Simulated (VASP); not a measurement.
# Li2Zn (Fd-3m) in VASP: single point with PBE

Aim: the single point of Li2Zn with PBE.

Program: VASP 6.6.1. These are calculated values, not measurements. Logs are shortened: lines on timing, memory, paths and dates and some standing lists are left out, and cuts for length are marked.

### 1 The cell of the first run

It takes space group Fd-3m (No. 227, cubic). The conventional cell has a = 7.201 Å, b = 7.201 Å, c = 7.201 Å, α = 90.00°, β = 90.00°, γ = 90.00°. Li (site symmetry -3m) has 6 Li at 2.55 Å and 6 Zn at 2.99 Å within 3.4 Å. Zn (site symmetry -43m) has 12 Li at 2.99 Å and 4 Zn at 3.12 Å within 3.9 Å.

### 2 Single point, PBE

The input, POSCAR:

```
Li2Zn
1.0
    0.0000000000      3.6002694642      3.6002694642
    3.6002694642      0.0000000000      3.6002694642
    3.6002694642      3.6002694642      0.0000000000
Li Zn
4 2
Direct
    0.1250000000      0.1250000000      0.1250000000
    0.6250000000      0.1250000000      0.1250000000
    0.1250000000      0.1250000000      0.6250000000
    0.1250000000      0.6250000000      0.1250000000
    0.5000000000      0.5000000000      0.5000000000
    0.7500000000      0.7500000000      0.7500000000
```

The input, INCAR.step1:

```
SYSTEM = Li2Zn
PREC     = Accurate       ! precision mode
ENCUT    = 520            ! plane-wave cutoff, eV
EDIFF    = 1E-6           ! SCF threshold, eV
ISMEAR   = 0              ! smearing method
SIGMA    = 0.1            ! smearing width, eV
LREAL    = .False.        ! projectors in reciprocal space
LASPH    = .True.         ! aspherical terms in the spheres
NELM     = 100            ! most SCF steps
ALGO     = Normal         ! electronic algorithm
ISIF     = 2              ! what is computed and relaxed
LWAVE    = .False.        ! write WAVECAR
LCHARG   = .True.         ! write CHGCAR
GGA      = PE             ! functional
NBANDS   = 27             ! bands
```

The input, KPOINTS.step1:

```
Automatic mesh
0
Gamma
  10 10 10
  0 0 0
```

The input, INCAR.step2:

```
SYSTEM = Li2Zn
PREC     = Accurate       ! precision mode
ENCUT    = 520            ! plane-wave cutoff, eV
EDIFF    = 1E-6           ! SCF threshold, eV
ISMEAR   = -5             ! smearing method
SIGMA    = 0.1            ! smearing width, eV
LREAL    = .False.        ! projectors in reciprocal space
LASPH    = .True.         ! aspherical terms in the spheres
NELM     = 100            ! most SCF steps
ALGO     = Normal         ! electronic algorithm
ISIF     = 2              ! what is computed and relaxed
LWAVE    = .False.        ! write WAVECAR
LCHARG   = .False.        ! write CHGCAR
GGA      = PE             ! functional
LORBIT   = 11             ! projections on sites
NBANDS   = 27             ! bands
NEDOS    = 2001           ! points of the DOS
ICHARG   = 11             ! starting density
```

The input, KPOINTS.step2:

```
Automatic mesh
0
Gamma
  15 15 15
  0 0 0
```

Potentials or basis: VASP PAW PBE potentials, release 64 (Li_sv, Zn).

The run is started by

```bash
$ cat potpaw_PBE.64/Li_sv/POTCAR potpaw_PBE.64/Zn/POTCAR > POTCAR
$ cp INCAR.step1 INCAR
$ cp KPOINTS.step1 KPOINTS
$ mpirun -np 1 vasp_std > vasp.out
$ cp INCAR.step2 INCAR
$ cp KPOINTS.step2 KPOINTS
$ mpirun -np 1 vasp_std > vasp.out
```

OUTCAR:

```text
SYSTEM = Li2Zn
   PREC = Accurate
   ENCUT = 520
   EDIFF = 1E-6
   ISMEAR = -5
   LREAL = .False.
   LASPH = .True.
   NELM = 100
   ISIF = 2
   GGA = PE
   LORBIT = 11
   ICHARG = 11

 ion  position               nearest neighbor table
   1  0.125  0.125  0.125-   2 2.55   3 2.55   4 2.55   3 2.55   4 2.55   2 2.55
   2  0.625  0.125  0.125-   1 2.55   3 2.55   4 2.55   1 2.55   3 2.55   4 2.55
   3  0.125  0.125  0.625-   1 2.55   1 2.55   2 2.55   4 2.55   4 2.55   2 2.55
   4  0.125  0.625  0.125-   1 2.55   3 2.55   1 2.55   2 2.55   3 2.55   2 2.55
   5  0.500  0.500  0.500-
   6  0.750  0.750  0.750-

  LATTYP: Found a face centered cubic cell.
 ALAT       =     7.2005389284

  Lattice vectors:

 A1 = (   0.0000000000,   3.6002694642,   3.6002694642)
 A2 = (   3.6002694642,   0.0000000000,   3.6002694642)
 A3 = (   3.6002694642,   3.6002694642,   0.0000000000)

Analysis of symmetry for initial positions (statically):
=====================================================================
 Subroutine PRICEL returns:
 Original cell was already a primitive cell.

 Routine SETGRP: Setting up the symmetry group for a
 face centered cubic supercell.

 Subroutine GETGRP returns: Found 48 space group operations
 (whereof 24 operations were pure point group operations)
 out of a pool of 48 trial point group operations.

The static configuration has the point symmetry T_d .
 The point group associated with its full space group is O_h .

Analysis of symmetry for dynamics (positions and initial velocities):
=====================================================================
 Subroutine PRICEL returns:
 Original cell was already a primitive cell.

 Routine SETGRP: Setting up the symmetry group for a
 face centered cubic supercell.

 Subroutine GETGRP returns: Found 48 space group operations
 (whereof 24 operations were pure point group operations)
 out of a pool of 48 trial point group operations.

The dynamic configuration has the point symmetry T_d .
 The point group associated with its full space group is O_h .

 Subroutine INISYM returns: Found 48 space group operations
 (whereof 24 operations are pure point group operations),
 and found     1 'primitive' translations

----------------------------------------------------------------------------------------

                                     Primitive cell

  volume of cell :      93.3330

  direct lattice vectors                    reciprocal lattice vectors
     0.000000000  3.600269464  3.600269464    -0.138878494  0.138878494  0.138878494
     3.600269464  0.000000000  3.600269464     0.138878494 -0.138878494  0.138878494
     3.600269464  3.600269464  0.000000000     0.138878494  0.138878494 -0.138878494

  length of vectors
     5.091549904  5.091549904  5.091549904     0.240544607  0.240544607  0.240544607

  position of ions in fractional coordinates (direct lattice)
     0.125000000  0.125000000  0.125000000
     0.625000000  0.125000000  0.125000000
     0.125000000  0.125000000  0.625000000
     0.125000000  0.625000000  0.125000000
     0.500000000  0.500000000  0.500000000
     0.750000000  0.750000000  0.750000000

  ion indices of the primitive-cell ions
   primitive index   ion index
                 1           1
                 2           2
                 3           3
                 4           4
                 5           5
                 6           6

----------------------------------------------------------------------------------------

 KPOINTS: Automatic mesh

Automatic generation of k-mesh.
 Grid dimensions read from file:
 generate k-points for:   15   15   15

 Generating k-lattice:

  Cartesian coordinates                     Fractional coordinates (reciprocal lattice)
    -0.009258566  0.009258566  0.009258566     0.066666667  0.000000000  0.000000000
     0.009258566 -0.009258566  0.009258566     0.000000000  0.066666667  0.000000000
     0.009258566  0.009258566 -0.009258566     0.000000000  0.000000000  0.066666667

  Length of vectors
     0.016036307  0.016036307  0.016036307

  Shift w.r.t. Gamma in fractional coordinates (k-lattice)
     0.000000000  0.000000000  0.000000000

 TETIRR: Found    484 inequivalent tetrahedra from    20250

 Subroutine IBZKPT returns following result:
 ===========================================

 Found    120 irreducible k-points:

 Following reciprocal coordinates:
            Coordinates               Weight
  0.000000  0.000000  0.000000      1.000000
  0.066667  0.000000  0.000000      8.000000
  0.133333  0.000000  0.000000      8.000000
  0.200000  0.000000  0.000000      8.000000
  0.266667  0.000000  0.000000      8.000000
  0.333333  0.000000  0.000000      8.000000
[... 16 lines left out ...]
  0.133333  0.133333  0.000000      6.000000
  0.200000  0.133333  0.000000     24.000000
 [... further k-points ...]
   k-points           NKPTS =    120   k-points in BZ     NKDIM =    120   number of bands    NBANDS=     27
   number of dos      NEDOS =   2001   number of ions     NIONS =      6
   total plane-waves  NPLWV =  64000
   dimension x,y,z NGX =    40 NGY =   40 NGZ =   40
   dimension x,y,z NGXF=    80 NGYF=   80 NGZF=   80
   ions per type =               4   2
   NGX,Y,Z   is equivalent  to a cutoff of  13.06, 13.06, 13.06 a.u.
   NGXF,Y,Z  is equivalent  to a cutoff of  26.12, 26.12, 26.12 a.u.
 SYSTEM =  Li2Zn
   PREC   = accura    normal or accurate (medium, high low for compatibility)
   ISTART =      0    job   : 0-new  1-cont  2-samecut
   ICHARG =     11    charge: 1-file 2-atom 10-const
   ISPIN  =      1    spin polarized calculation?
   LNONCOLLINEAR =      F non collinear calculations
   LSORBIT =      F    spin-orbit coupling
   LASPH  =      T    aspherical Exc in radial PAW
   ENCUT  =  520.0 eV  38.22 Ry    6.18 a.u.   9.47  9.47  9.47*2*pi/ulx,y,z
   NELM   =    100;   NELMIN=  2; NELMDL=  0     # of ELM steps
   EDIFF  = 0.1E-05   stopping-criterion for ELM
   LREAL  =      F    real-space projection
   EDIFFG = 0.1E-04   stopping-criterion for IOM
   NSW    =      0    number of steps for IOM
   IBRION =     -1    ionic relax: 0-MD 1-quasi-New 2-CG
   NFREE  =      0    steps in history (QN), initial steepest desc. (CG)
   ISIF   =      2    stress and relaxation
   ISYM   =      2    0-nonsym 1-usesym 2-fastsym
   POTIM  = 0.5000    time-step for ionic-motion
   TEBEG  =    0.0;   TEEND  =   0.0 temperature during run
   PSTRESS=    0.0 pullay stress
   NELECT =      36.0000    total number of electrons
   NUPDOWN=      -1.0000    fix difference up-down
   EMIN   =  10.00;   EMAX   =-10.00  energy-range for DOS
   EFERMI =   0.00;   METHOD = LEGACY
   ISMEAR =    -5;   SIGMA  =   0.10  broadening in eV -4-tet -1-fermi 0-gaus
   EFERMI_NEDOS =   21; number of points for ismear=-14 and -15
   IALGO  =     38    algorithm
   IMIX   =      4    mixing-type and parameters
     AMIX     =   0.40;   BMIX     =  1.00
     AMIX_MAG =   1.60;   BMIX_MAG =  1.00
  volume/ion in A,a.u.               =      15.56       104.97
  Fermi-wavevector in a.u.,A,eV,Ry     =   1.191692  2.251971 19.322036  1.420130
  Thomas-Fermi vector in A             =   2.327748
   LORBIT       =     11    0 simple, 1 ext, 2 COOP (PROOUT), +10 PAW based schemes
   GGA     = PE    functional components
   LHFCALC =     F    Hartree Fock is set to
   AEXX    =    0.0000 exact exchange contribution
   IVDW    =     0    specifies the selected vdW correction
   LEPSILON=     F    determine dielectric tensor
   LRPA    =     F    only Hartree local field effects (RPA)
 non-spin polarized calculation
 Fermi weights with tetrahedron method with Bloechl corrections
  energy-cutoff  :      520.00
  volume of cell :       93.33
 maximum number of plane-waves:      2565
 NGX is ok and might be reduce to    40

 number of electron      36.0000012 magnetization

 Free energy of the ion-electron system (eV)
  ---------------------------------------------------
  ext. energy  EPLUGINS =         0.00000000
  ---------------------------------------------------
  free energy    TOTEN  =        -9.56939562 eV

  energy without entropy =       -9.56939562  energy(sigma->0) =       -9.56939562

 E-fermi :   1.8484     XC(G=0):  -9.0211

 val. band max:        1.9775477696   @ k =   0.3333   0.0000   0.0000
 cond. band min:       1.7717181257   @ k =  -0.4667   0.4667   0.0667
 fundamental gap:     -0.2058296439
 Fermi energy:         1.8483821956

 k-point     1 :       0.0000    0.0000    0.0000
  band No.  band energies     occupation
      1     -44.5930      2.00000
      2     -44.5070      2.00000
      3     -44.5070      2.00000
      4     -44.5070      2.00000
      5      -5.1494      2.00000
      6      -5.1494      2.00000
[... 19 lines left out ...]
     26       6.0266      0.00000
     27       8.7793      0.00000

 k-point     2 :       0.0667    0.0000    0.0000
  band No.  band energies     occupation
      1     -44.5922      2.00000
      2     -44.5077      2.00000
      3     -44.5070      2.00000
      4     -44.5070      2.00000
      5      -5.1499      2.00000
      6      -5.1499      2.00000
[... 19 lines left out ...]
     26       6.0896      0.00000
     27       8.8580      0.00000

 k-point     3 :       0.1333    0.0000    0.0000
  band No.  band energies     occupation
      1     -44.5901      2.00000
      2     -44.5098      2.00000
      3     -44.5070      2.00000
      4     -44.5070      2.00000
      5      -5.1505      2.00000
      6      -5.1505      2.00000
[... 19 lines left out ...]
     26       6.2669      0.00000
     27       9.0819      0.00000

 k-point     4 :       0.2000    0.0000    0.0000
  band No.  band energies     occupation
      1     -44.5868      2.00000
      2     -44.5130      2.00000
      3     -44.5070      2.00000
      4     -44.5070      2.00000
      5      -5.1500      2.00000
      6      -5.1500      2.00000
[... 19 lines left out ...]
     26       7.1317      0.00000
     27       9.4052      0.00000
[... 516 lines left out ...]
      4     -44.5070      2.00000
      5      -5.1535      2.00000
      6      -5.1466      2.00000
[... 19 lines left out ...]
     26       6.2167      0.00000
     27       8.7553      0.00000

 k-point    23 :       0.1333    0.1333    0.0000
  band No.  band energies     occupation
      1     -44.5891      2.00000
      2     -44.5107      2.00000
      3     -44.5070      2.00000
      4     -44.5070      2.00000
      5      -5.1603      2.00000
      6      -5.1366      2.00000
[... 19 lines left out ...]
     26       6.5815      0.00000
     27       8.7258      0.00000

 k-point    24 :       0.2000    0.1333    0.0000
  band No.  band energies     occupation
      1     -44.5867      2.00000
      2     -44.5132      2.00000
      3     -44.5070      2.00000
      4     -44.5070      2.00000
      5      -5.1628      2.00000
      6      -5.1319      2.00000
[... 19 lines left out ...]
     26       6.9345      0.00000
     27       8.7768      0.00000

 [... further k-points ...]

------------------------ aborting loop because EDIFF is reached ----------------------------------------

  FORCE on cell =-STRESS in cart. coord.  units (eV):
  Direction    XX          YY          ZZ          XY          YZ          ZX
  --------------------------------------------------------------------------------------
  -------------------------------------------------------------------------------------
  Total        0.1115191      0.1115191      0.1115191      0.0000000     -0.0000000      0.0000000
  in kB        1.9143654      1.9143654      1.9143654      0.0000000     -0.0000000      0.0000000
  external PRESSURE =       1.9143654 kB  Pullay stress =       0.0000000 kB

 VOLUME and BASIS-vectors are now :
 -----------------------------------------------------------------------------
  energy-cutoff  :      520.00
  volume of cell :       93.33
      direct lattice vectors                 reciprocal lattice vectors
     0.000000000  3.600269464  3.600269464    -0.138878494  0.138878494  0.138878494
     3.600269464  0.000000000  3.600269464     0.138878494 -0.138878494  0.138878494
     3.600269464  3.600269464  0.000000000     0.138878494  0.138878494 -0.138878494

 POSITION                                       TOTAL-FORCE (eV/Angst)
 -----------------------------------------------------------------------------------
      0.90007      0.90007      0.90007         0.000000     -0.000000     -0.000000
      0.90007      2.70020      2.70020         0.000000     -0.000000     -0.000000
      2.70020      2.70020      0.90007         0.000000     -0.000000     -0.000000
      2.70020      0.90007      2.70020         0.000000     -0.000000     -0.000000
      3.60027      3.60027      3.60027         0.000000     -0.000000      0.000000
      5.40040      5.40040      5.40040        -0.000000      0.000000     -0.000000
 -----------------------------------------------------------------------------------
    total drift:                               -0.000000     -0.000000     -0.000000

  FREE ENERGIE OF THE ION-ELECTRON SYSTEM (eV)
  ---------------------------------------------------
  free  energy   TOTEN  =        -9.5693956220 eV

  energy  without entropy=       -9.5693956220  energy(sigma->0) =       -9.56939562

 total charge

# of ion       s       p       d       tot
------------------------------------------
    1        2.042   0.064   0.000   2.106
    2        2.042   0.064   0.000   2.106
    3        2.042   0.064   0.000   2.106
    4        2.042   0.064   0.000   2.106
    5        0.610   0.327   9.698  10.635
    6        0.610   0.327   9.698  10.635
--------------------------------------------------
tot          9.388   0.908  19.397  29.694
```

Run time: 2.8 min. Hardware: 1 thread of Intel Xeon 6975P-C (Granite Rapids), shared host; peak memory 0.38 GiB.

Results:

| Property | Result |
| --- | --- |
| Valence electrons inside the program's atomic spheres | Li 2.11; Zn 10.63 |

Levels at points of the mesh, in eV from the Fermi level:
| k point | band 16 | band 17 | band 18 | band 19 | band 20 | band 21 |
| --- | --- | --- | --- | --- | --- | --- |
| (0.00, 0.00, 0.00) | -0.37 | 0.76 | 0.76 | 0.76 | 2.08 | 2.08 |

Caveat: the cutoff is under 1.25 times the usual one of these potentials, so pressure, stress and relaxed cells hold a basis-set (Pulay) error.
